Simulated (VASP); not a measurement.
**Sr: single point with LDA**

The system is Sr.

```
CELL_PARAMETERS angstrom
-2.49775 2.49775 2.49775
2.49775 -2.49775 2.49775
2.49775 2.49775 -2.49775
ATOMIC_POSITIONS crystal
Sr 0.00000 0.00000 0.00000
```

This cell differs from its parent crystal: strain +0.030 along x and y, +0.030 along z.

```json
{"Program": "VASP 6.6.1", "Task": "single point", "Functional": "LDA", "Potentials or basis": "VASP PAW LDA potentials, release 64 (Sr_sv)", "Cutoff": "520 eV", "k mesh": "14 × 14 × 14", "Occupations": "gaussian, width 0.15 eV", "Spin": "no spin polarisation"}
```

- Pressure: -2.3 GPa
- Band gap on the k mesh: zero (bands 5 and 6 overlap by 0.25 eV)

Levels at points of the mesh, in eV from the Fermi level:
```tsv
k point	band 2	band 3	band 4	band 5	band 6	band 7	band 8	band 9
(0.00, 0.00, 0.00)	-18.74	-18.74	-18.74	-3.49	2.08	2.08	2.08	3.27
(0.50, 0.00, 0.00)	-18.87	-18.78	-18.74	-1.01	0.11	1.09	3.03	3.66
(0.50, 0.50, 0.50)	-18.83	-18.83	-18.83	-0.03	-0.03	3.13	3.13	3.13
```

Wall time 44 s on 1 thread of AMD EPYC 7R13 Processor (Zen 3), with other jobs on the host, peak memory 0.17 GiB.

Caveat: the cell differs from its parent crystal (strain +0.030 along x and y, +0.030 along z).
